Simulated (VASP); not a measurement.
# GaSb (F-43m) in VASP: vibrations by perturbation theory with PBE

Aim: the vibrations by perturbation theory of GaSb with PBE.

Everything below comes from runs of VASP 6.6.1. Logs are shortened: lines on timing, memory, paths and dates and some standing lists are left out, and cuts for length are marked.

## Step 1: The cell of the first run

The structure is cubic, space group F-43m (No. 216). Conventional cell: a = 6.215 Å, b = 6.215 Å, c = 6.215 Å, α = 90.00°, β = 90.00°, γ = 90.00°. Within 3.5 Å of Ga (site symmetry -43m) lie 4 Sb at 2.69 Å. Within 3.5 Å of Sb (site symmetry -43m) lie 4 Ga at 2.69 Å.

## Step 2: Vibrations by perturbation theory, PBE

Input file INCAR:

```
SYSTEM = GaSb
ALGO = Normal
EDIFF = 1E-8
ENCUT = 520
GGA = PE
IBRION = 8
ISIF = 2
ISMEAR = -1
LASPH = .TRUE.
LCHARG = .TRUE.
LREAL = .FALSE.
LWAVE = .FALSE.
NBANDS = 16
NELM = 100
NSW = 1
PREC = Accurate
SIGMA = 0.15
```

Input file KPOINTS:

```
k-points
0
G
  16 16 16
  0 0 0
```

Input file POSCAR:

```
GaSb
1.0
    0.0000000000      3.1076893488      3.1076893488
    3.1076893488      0.0000000000      3.1076893488
    3.1076893488      3.1076893488      0.0000000000
Ga Sb
1 1
Direct
    0.0000000000      0.0000000000      0.0000000000
    0.2500000000      0.2500000000      0.2500000000
```

Potentials or basis: VASP PAW PBE potentials, release 64 (Ga_d, Sb).

Command:

```bash
> cat potpaw_PBE.64/Ga_d/POTCAR potpaw_PBE.64/Sb/POTCAR > POTCAR
> mpirun -np 1 vasp_std > vasp.out
```

OUTCAR:

```text
SYSTEM = GaSb
   EDIFF = 1E-8
   ENCUT = 520
   GGA = PE
   IBRION = 8
   ISIF = 2
   ISMEAR = -1
   LASPH = .TRUE.
   LREAL = .FALSE.
   NELM = 100
   NSW = 1
   PREC = Accurate

 ion  position               nearest neighbor table
   1  0.000  0.000  0.000-   2 2.69   2 2.69   2 2.69   2 2.69
   2  0.250  0.250  0.250-   1 2.69   1 2.69   1 2.69   1 2.69

  LATTYP: Found a face centered cubic cell.
 ALAT       =     6.2153786976

  Lattice vectors:

 A1 = (   0.0000000000,   3.1076893488,   3.1076893488)
 A2 = (   3.1076893488,   0.0000000000,   3.1076893488)
 A3 = (   3.1076893488,   3.1076893488,   0.0000000000)

Analysis of symmetry for initial positions (statically):
=====================================================================
 Subroutine PRICEL returns:
 Original cell was already a primitive cell.

 Routine SETGRP: Setting up the symmetry group for a
 face centered cubic supercell.

 Subroutine GETGRP returns: Found 24 space group operations
 (whereof 24 operations were pure point group operations)
 out of a pool of 48 trial point group operations.

The static configuration has the point symmetry T_d .

Analysis of symmetry for dynamics (positions and initial velocities):
=====================================================================
 Subroutine PRICEL returns:
 Original cell was already a primitive cell.

 Routine SETGRP: Setting up the symmetry group for a
 face centered cubic supercell.

 Subroutine GETGRP returns: Found 24 space group operations
 (whereof 24 operations were pure point group operations)
 out of a pool of 48 trial point group operations.

The dynamic configuration has the point symmetry T_d .

 Subroutine INISYM returns: Found 24 space group operations
 (whereof 24 operations are pure point group operations),
 and found     1 'primitive' translations

----------------------------------------------------------------------------------------

                                     Primitive cell

  volume of cell :      60.0265

  direct lattice vectors                    reciprocal lattice vectors
     0.000000000  3.107689349  3.107689349    -0.160891242  0.160891242  0.160891242
     3.107689349  0.000000000  3.107689349     0.160891242 -0.160891242  0.160891242
     3.107689349  3.107689349  0.000000000     0.160891242  0.160891242 -0.160891242

  length of vectors
     4.394936425  4.394936425  4.394936425     0.278671806  0.278671806  0.278671806

  position of ions in fractional coordinates (direct lattice)
     0.000000000  0.000000000  0.000000000
     0.250000000  0.250000000  0.250000000

  ion indices of the primitive-cell ions
   primitive index   ion index
                 1           1
                 2           2

----------------------------------------------------------------------------------------

 KPOINTS: k-points

Automatic generation of k-mesh.
 Grid dimensions read from file:
 generate k-points for:   16   16   16

 Generating k-lattice:

  Cartesian coordinates                     Fractional coordinates (reciprocal lattice)
    -0.010055703  0.010055703  0.010055703     0.062500000  0.000000000  0.000000000
     0.010055703 -0.010055703  0.010055703     0.000000000  0.062500000  0.000000000
     0.010055703  0.010055703 -0.010055703     0.000000000  0.000000000  0.062500000

  Length of vectors
     0.017416988  0.017416988  0.017416988

  Shift w.r.t. Gamma in fractional coordinates (k-lattice)
     0.000000000  0.000000000  0.000000000
[... 74 lines left out ...]
  Thomas-Fermi vector in A             =   2.232096
   LORBIT       =      0    0 simple, 1 ext, 2 COOP (PROOUT), +10 PAW based schemes
   GGA     = PE    functional components
   LHFCALC =     F    Hartree Fock is set to
   AEXX    =    0.0000 exact exchange contribution
   IVDW    =     0    specifies the selected vdW correction
   LEPSILON=     F    determine dielectric tensor
   LRPA    =     F    only Hartree local field effects (RPA)
 non-spin polarized calculation
  energy-cutoff  :      520.00
  volume of cell :       60.03
 maximum number of plane-waves:      1639
 NGX is ok and might be reduce to    36
   NGX = 17   NGY = 17   NGZ = 17

--------------------------------------- Ionic step        1  -------------------------------------------

 number of electron      17.9999991 magnetization

 Free energy of the ion-electron system (eV)
  ---------------------------------------------------
  ext. energy  EPLUGINS =         0.00000000
  ---------------------------------------------------
  free energy    TOTEN  =        -7.37564631 eV

  energy without entropy =       -7.36860552  energy(sigma->0) =       -7.37212591

 E-fermi :   4.5961     XC(G=0):  -8.8852

 val. band max:        4.3953068642   @ k =   0.0000   0.0000   0.0000
 cond. band min:       4.7052278466   @ k =   0.5000   0.0000   0.0000
 fundamental gap:      0.3099209825
 Fermi energy:         4.5961169953

 k-point     1 :       0.0000    0.0000    0.0000
  band No.  band energies     occupation
      1     -10.5479      2.00000
      2     -10.5479      2.00000
      3     -10.5479      2.00000
      4     -10.5050      2.00000
      5     -10.5050      2.00000
      6      -6.7616      2.00000
[... 433 lines left out ...]
      3     -10.5465      2.00000
      4     -10.5054      2.00000
      5     -10.5050      2.00000
      6      -6.6607      2.00000
[... 8 lines left out ...]
     15      12.0597      0.00000
     16      12.4534      0.00000

 [... further k-points ...]

------------------------ aborting loop because EDIFF is reached ----------------------------------------

  FORCE on cell =-STRESS in cart. coord.  units (eV):
  Direction    XX          YY          ZZ          XY          YZ          ZX
  --------------------------------------------------------------------------------------
  -------------------------------------------------------------------------------------
  Total        0.0260262      0.0260262      0.0260262      0.0000000      0.0000000     -0.0000000
  in kB        0.6946687      0.6946687      0.6946687      0.0000000      0.0000000     -0.0000000
  external PRESSURE =       0.6946687 kB  Pullay stress =       0.0000000 kB

 VOLUME and BASIS-vectors are now :
 -----------------------------------------------------------------------------
  energy-cutoff  :      520.00
  volume of cell :       60.03
      direct lattice vectors                 reciprocal lattice vectors
     0.000000000  3.107689349  3.107689349    -0.160891242  0.160891242  0.160891242
     3.107689349  0.000000000  3.107689349     0.160891242 -0.160891242  0.160891242
     3.107689349  3.107689349  0.000000000     0.160891242  0.160891242 -0.160891242

 POSITION                                       TOTAL-FORCE (eV/Angst)
 -----------------------------------------------------------------------------------
      0.00000      0.00000      0.00000        -0.000000     -0.000000     -0.000000
      1.55384      1.55384      1.55384         0.000000      0.000000      0.000000
 -----------------------------------------------------------------------------------
    total drift:                                0.000001      0.000001      0.000001

  FREE ENERGIE OF THE ION-ELECTRON SYSTEM (eV)
  ---------------------------------------------------
  free  energy   TOTEN  =        -7.3756463071 eV

  energy  without entropy=       -7.3686055205  energy(sigma->0) =       -7.37212591

[... ionic steps 2 to 3 ...]

--------------------------------------- Ionic step        4  -------------------------------------------

------------------------ aborting loop because EDIFF is reached ----------------------------------------

[... ionic steps 5 to 6 ...]

--------------------------------------- Ionic step        7  -------------------------------------------

 Free energy of the ion-electron system (eV)
  ---------------------------------------------------
  ---------------------------------------------------
  free energy    TOTEN  =        -0.02574097 eV

  energy without entropy =       -0.02574097

------------------------ aborting loop because EDIFF is reached ----------------------------------------

 INTERNAL STRAIN TENSOR  FOR ION    2  DIRECTION 1   (eV/Angst):
 -----------------------------------------------------------------------------
     0.00282  0.00000  0.00000
     0.00000 -0.00054 -5.89929
     0.00000 -5.89929 -0.00054

 INTERNAL STRAIN TENSOR FOR ION    2 for displacements in x,y,z  (eV/Angst):
          X           Y           Z          XY          YZ          ZX
  --------------------------------------------------------------------------------
  x     0.00000    -0.00000    -0.00000     0.00000    -5.89929     0.00000
  y    -0.00000    -0.00000    -0.00000     0.00000     0.00000    -5.89929
  z    -0.00000    -0.00000     0.00000    -5.89929     0.00000     0.00000

 SECOND DERIVATIVES (NOT SYMMETRIZED)
 ------------------------------------
               1X          1Y          1Z          2X          2Y          2Z
  1X    -7.080066    0.000000    0.000000    7.080066    0.000000    0.000000
  1Y     0.000000   -7.080066    0.000000    0.000000    7.080066    0.000000
  1Z     0.000000    0.000000   -7.080066    0.000000    0.000000    7.080066
  2X     7.127278    0.000000    0.000000   -7.127278    0.000000    0.000000
  2Y     0.000000    7.127278    0.000000    0.000000   -7.127278    0.000000
  2Z     0.000000    0.000000    7.127278    0.000000    0.000000   -7.127278

 Eigenvectors and eigenvalues of the dynamical matrix
 ----------------------------------------------------

   1 f  =    6.255007 THz    39.301371 2PiTHz  208.644590 cm-1    25.868621 meV
             X         Y         Z           dx          dy          dz
      0.000000  0.000000  0.000000    -0.796441    0.000000    0.000000
      1.553845  1.553845  1.553845     0.604716    0.000000    0.000000
[... 21 lines left out ...]
   6 f/i=    0.010011 THz     0.062900 2PiTHz    0.333928 cm-1     0.041402 meV
             X         Y         Z           dx          dy          dz
      0.000000  0.000000  0.000000     0.000000    0.000000   -0.604716
      1.553845  1.553845  1.553845     0.000000    0.000000   -0.796441

--------------------------------------------------------------------------------------------------------

 ELASTIC MODULI CONTR FROM IONIC RELAXATION (kBar)
 Direction    XX          YY          ZZ          XY          YZ          ZX
 --------------------------------------------------------------------------------
 XX          -0.0000      0.0000      0.0000     -0.0000      0.0000     -0.0000
 YY           0.0000     -0.0000      0.0000     -0.0000     -0.0000      0.0000
 ZZ           0.0000      0.0000     -0.0000      0.0000     -0.0000     -0.0000
 XY          -0.0000     -0.0000      0.0000   -132.9322      0.0000      0.0000
 YZ           0.0000     -0.0000     -0.0000      0.0000   -132.9322      0.0000
 ZX          -0.0000      0.0000     -0.0000     -0.0000      0.0000   -132.9322
 --------------------------------------------------------------------------------
```

Run time: 18 min. Hardware: 1 thread of AMD EPYC 9R45 (Zen 5), shared host; peak memory 1.2 GiB.

Results:

```
Highest phonon frequency at Γ, LO-TO splitting left out : 209 cm⁻¹
```

Phonon frequencies in cm⁻¹ (negative: imaginary):
| q point | frequencies |
| --- | --- |
| (0.000, 0.000, 0.000) | 0 0 0 209 209 209 |

Caveat: spin-orbit coupling is left out, which moves the levels of the heavy elements.
